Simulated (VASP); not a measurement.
# Ni (Fm-3m) in VASP: single point with LDA

Aim: the single point of Ni with LDA.

Everything below comes from runs of VASP 6.6.1. Logs are shortened: lines on timing, memory, paths and dates and some standing lists are left out, and cuts for length are marked.

## 1. The cell of the first run

Symmetry: Fm-3m, No. 225, cubic system. The conventional cell has a = 3.524 Å, b = 3.524 Å, c = 3.524 Å, α = 90.00°, β = 90.00°, γ = 90.00°. Within 3.3 Å of Ni (site symmetry m-3m) lie 12 Ni at 2.49 Å.

## 2. Single point, LDA

File INCAR:

```
ALGO = Normal
EDIFF = 1E-6
ENCUT = 690
GGA = CA
GGA_COMPAT = F
ISIF = 2
ISMEAR = 0
LASPH = T
LCHARG = T
LELF = T
LREAL = F
LVHAR = T
LWAVE = F
NBANDS = 25
NELM = 120
PREC = Accurate
SIGMA = 0.05
```

File KPOINTS:

```
k-points
0
Gamma
  8 16 16
```

File POSCAR:

```
Ni
1.0
    0.0000000000      3.5238700000      3.5238700000
    1.7619350000      0.0000000000      1.7619350000
    1.7619350000      1.7619350000      0.0000000000
Ni
2
Direct
    0.0000000000      0.0000000000      0.0000000000
    0.5000000000      0.0000000000      0.0000000000
```

Potentials or basis: VASP PAW LDA potentials, release 64 (Ni_sv_GW).

Started as:

```bash
cat potpaw_LDA.64/Ni_sv_GW/POTCAR > POTCAR
mpirun -np 1 vasp_std > vasp.out
```

OUTCAR:

```text
EDIFF = 1E-6
   ENCUT = 690
   GGA = CA
   ISIF = 2
   ISMEAR = 0
   LASPH = T
   LREAL = F
   NELM = 120
   PREC = Accurate

 ion  position               nearest neighbor table
   1  0.000  0.000  0.000-   2 2.49   2 2.49   2 2.49   2 2.49   2 2.49   2 2.49
   2  0.500  0.000  0.000-   1 2.49   1 2.49   1 2.49   1 2.49   1 2.49   1 2.49

  LATTYP: Found a trigonal (rhomboedric) cell.
 ALAT       =     4.3158417100
 COS(alpha) =     0.8333333333

  Lattice vectors:

 A1 = (   1.7619350000,  -1.7619350000,  -3.5238700000)
 A2 = (   3.5238700000,  -1.7619350000,  -1.7619350000)
 A3 = (   1.7619350000,  -3.5238700000,  -1.7619350000)

Analysis of symmetry for initial positions (statically):
=====================================================================
 Subroutine PRICEL returns following result:

  LATTYP: Found a face centered cubic cell.
 ALAT       =     3.5238700000

  Lattice vectors:

 A1 = (   0.0000000000,   1.7619350000,   1.7619350000)
 A2 = (   1.7619350000,   0.0000000000,   1.7619350000)
 A3 = (   1.7619350000,   1.7619350000,   0.0000000000)

   2 primitive cells build up your supercell.

 Routine SETGRP: Setting up the symmetry group for a
 trigonal (rhombohedral) supercell.

 Subroutine GETGRP returns: Found 12 space group operations
 (whereof 12 operations were pure point group operations)
 out of a pool of 12 trial point group operations.

The static configuration has the point symmetry D_3d.

Analysis of symmetry for dynamics (positions and initial velocities):
=====================================================================
 Subroutine PRICEL returns following result:

  LATTYP: Found a face centered cubic cell.
 ALAT       =     3.5238700000

  Lattice vectors:

 A1 = (   0.0000000000,   1.7619350000,   1.7619350000)
 A2 = (   1.7619350000,   0.0000000000,   1.7619350000)
 A3 = (   1.7619350000,   1.7619350000,   0.0000000000)

   2 primitive cells build up your supercell.

 Routine SETGRP: Setting up the symmetry group for a
 trigonal (rhombohedral) supercell.

 Subroutine GETGRP returns: Found 12 space group operations
 (whereof 12 operations were pure point group operations)
 out of a pool of 12 trial point group operations.
[... 108 lines left out ...]
 SYSTEM =  unknown system
   PREC   = accura    normal or accurate (medium, high low for compatibility)
   ISTART =      0    job   : 0-new  1-cont  2-samecut
   ICHARG =      2    charge: 1-file 2-atom 10-const
   ISPIN  =      1    spin polarized calculation?
   LNONCOLLINEAR =      F non collinear calculations
   LSORBIT =      F    spin-orbit coupling
   LASPH  =      T    aspherical Exc in radial PAW
   ENCUT  =  690.0 eV  50.71 Ry    7.12 a.u.  10.67  5.34  5.34*2*pi/ulx,y,z
   NELM   =    120;   NELMIN=  2; NELMDL= -5     # of ELM steps
   EDIFF  = 0.1E-05   stopping-criterion for ELM
   LREAL  =      F    real-space projection
   EDIFFG = 0.1E-04   stopping-criterion for IOM
   NSW    =      0    number of steps for IOM
   IBRION =     -1    ionic relax: 0-MD 1-quasi-New 2-CG
   NFREE  =      0    steps in history (QN), initial steepest desc. (CG)
   ISIF   =      2    stress and relaxation
   ISYM   =      2    0-nonsym 1-usesym 2-fastsym
   POTIM  = 0.5000    time-step for ionic-motion
   TEBEG  =    0.0;   TEEND  =   0.0 temperature during run
   PSTRESS=    0.0 pullay stress
   NELECT =      36.0000    total number of electrons
   NUPDOWN=      -1.0000    fix difference up-down
   EMIN   =  10.00;   EMAX   =-10.00  energy-range for DOS
   EFERMI =   0.00;   METHOD = LEGACY
   ISMEAR =     0;   SIGMA  =   0.05  broadening in eV -4-tet -1-fermi 0-gaus
   EFERMI_NEDOS =   21; number of points for ismear=-14 and -15
   IALGO  =     38    algorithm
   IMIX   =      4    mixing-type and parameters
     AMIX     =   0.40;   BMIX     =  1.00
     AMIX_MAG =   1.60;   BMIX_MAG =  1.00
  volume/ion in A,a.u.               =      10.94        73.82
  Fermi-wavevector in a.u.,A,eV,Ry     =   1.932706  3.652285 50.822554  3.735352
  Thomas-Fermi vector in A             =   2.964400
   LORBIT       =      0    0 simple, 1 ext, 2 COOP (PROOUT), +10 PAW based schemes
   GGA     = CA    functional components
   LHFCALC =     F    Hartree Fock is set to
   AEXX    =    0.0000 exact exchange contribution
   IVDW    =     0    specifies the selected vdW correction
   LEPSILON=     F    determine dielectric tensor
   LRPA    =     F    only Hartree local field effects (RPA)
 non-spin polarized calculation
 Gauss-broadening in eV      SIGMA  =   0.05
  energy-cutoff  :      690.00
  volume of cell :       21.88
 maximum number of plane-waves:       923
 NGX is ok and might be reduce to    48
   NGX = 21   NGY = 11   NGZ = 11

 number of electron      36.0000018 magnetization

 Free energy of the ion-electron system (eV)
  ---------------------------------------------------
  ext. energy  EPLUGINS =         0.00000000
  ---------------------------------------------------
  free energy    TOTEN  =       -14.71907104 eV

  energy without entropy =      -14.70741360  energy(sigma->0) =      -14.71324232

 E-fermi :   7.2007     XC(G=0): -14.2822

 val. band max:        7.1997556091   @ k =   0.0000   0.0625   0.0000
 cond. band min:       7.2008564480   @ k =   0.5000   0.5000   0.0625
 fundamental gap:      0.0011008390
 Fermi energy:         7.2007260758

 k-point     1 :       0.0000    0.0000    0.0000
  band No.  band energies     occupation
      1     -94.7165      2.00000
      2     -94.6818      2.00000
      3     -55.8118      2.00000
      4     -55.6189      2.00000
      5     -55.6189      2.00000
      6     -55.5858      2.00000
[... 661 lines left out ...]
     24      28.8564      0.00000
     25      29.9461      0.00000

 [... further k-points ...]

------------------------ aborting loop because EDIFF is reached ----------------------------------------

  FORCE on cell =-STRESS in cart. coord.  units (eV):
  Direction    XX          YY          ZZ          XY          YZ          ZX
  --------------------------------------------------------------------------------------
  -------------------------------------------------------------------------------------
  Total       -2.6349750     -2.6349750     -2.6349750      0.0002242     -0.0002242      0.0002242
  in kB     -192.9556229   -192.9556229   -192.9556229      0.0164209     -0.0164209      0.0164209
  external PRESSURE =    -192.9556229 kB  Pullay stress =       0.0000000 kB

 VOLUME and BASIS-vectors are now :
 -----------------------------------------------------------------------------
  energy-cutoff  :      690.00
  volume of cell :       21.88
      direct lattice vectors                 reciprocal lattice vectors
     0.000000000  3.523870000  3.523870000    -0.141889457  0.141889457  0.141889457
     1.761935000  0.000000000  1.761935000     0.283778914 -0.283778914  0.283778914
     1.761935000  1.761935000  0.000000000     0.283778914  0.283778914 -0.283778914

 POSITION                                       TOTAL-FORCE (eV/Angst)
 -----------------------------------------------------------------------------------
      0.00000      0.00000      0.00000        -0.000000     -0.000000     -0.000000
      0.00000      1.76194      1.76194         0.000000      0.000000      0.000000
 -----------------------------------------------------------------------------------
    total drift:                                0.000000      0.000000      0.000000

  FREE ENERGIE OF THE ION-ELECTRON SYSTEM (eV)
  ---------------------------------------------------
  free  energy   TOTEN  =       -14.7190710404 eV

  energy  without entropy=      -14.7074136013  energy(sigma->0) =      -14.71324232
```

Run time: 2.2 min. Hardware: 1 thread of Intel Xeon Platinum 8488C (Sapphire Rapids), shared host; peak memory 0.29 GiB.

What came out:

```yaml
Free_energy: -14.7191 eV
Pressure: -19.3 GPa
Band_gap_on_the_k_mesh: zero (bands 18 and 19 overlap by 0.82 eV)
```

Levels at points of the mesh, in eV from the Fermi level:
```csv
k point,band 16,band 17,band 18,band 19,band 20,band 21
"(0.00, 0.00, 0.00)",-0.74,-0.74,-0.16,0.00,0.00,5.99
"(0.50, 0.00, 0.00)",-1.66,-0.65,-0.65,-0.65,-0.65,14.56
"(0.00, 0.50, 0.00)",0.00,0.00,0.17,0.17,2.55,5.99
"(0.50, 0.50, 0.00)",-1.02,0.05,0.05,2.59,2.59,8.65
```

Caveat: the cell stands under tension; the run has no spin polarisation, though such a crystal can be magnetic. Spin polarisation is off, so any magnetic state and its effect on volume and gap are missing.
